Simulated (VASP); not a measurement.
A run of VASP 6.6.1 is set up as follows.

Contents of INCAR:

```
SYSTEM = Co
  PREC = Accurate
  ENCUT = 600
  EDIFF = 1E-6
  ISMEAR = 0
  SIGMA = 0.1
  LREAL = .False.
  LASPH = .True.
  NELM = 200
  ALGO = Normal
  ISIF = 2
  LWAVE = .False.
  LCHARG = .False.
  ISPIN = 2
  MAGMOM = 3
  LORBIT = 11
  LMAXMIX = 4
  GGA = PS
  NBANDS = 18
  GGA_COMPAT = .False.
```

Contents of KPOINTS:

```
regular mesh
0
Gamma
  10 10 10
  0 0 0
```

Contents of POSCAR:

```
Co
1.0
   -1.4007390990      1.4007390990      1.3182659772
    1.4007390990     -1.4007390990      1.3182659772
    1.4007390990      1.4007390990     -1.3182659772
Co
1
Direct
    0.0000000000      0.0000000000      0.0000000000
```

Potentials or basis: VASP PAW PBE potentials, release 64 (Co_sv).

Run with:

```console
$ cat potpaw_PBE.64/Co_sv/POTCAR > POTCAR
$ mpirun -np 1 vasp_std > vasp.out
```

Task: Estimate the net moment.

Result: 1.75 μB per cell.

Task: Estimate the pressure.

Result: 2.9 GPa.

Task: What does it give for the site moments?

Result: Co +1.78 μB.

Stress tensor (GPa, compression positive):
```
4.03 0.00 0.00
0.00 4.03 0.00
0.00 0.00 0.55
```

Caveat: the PAW data sets were made with another functional, which shifts forces and pressure a little.
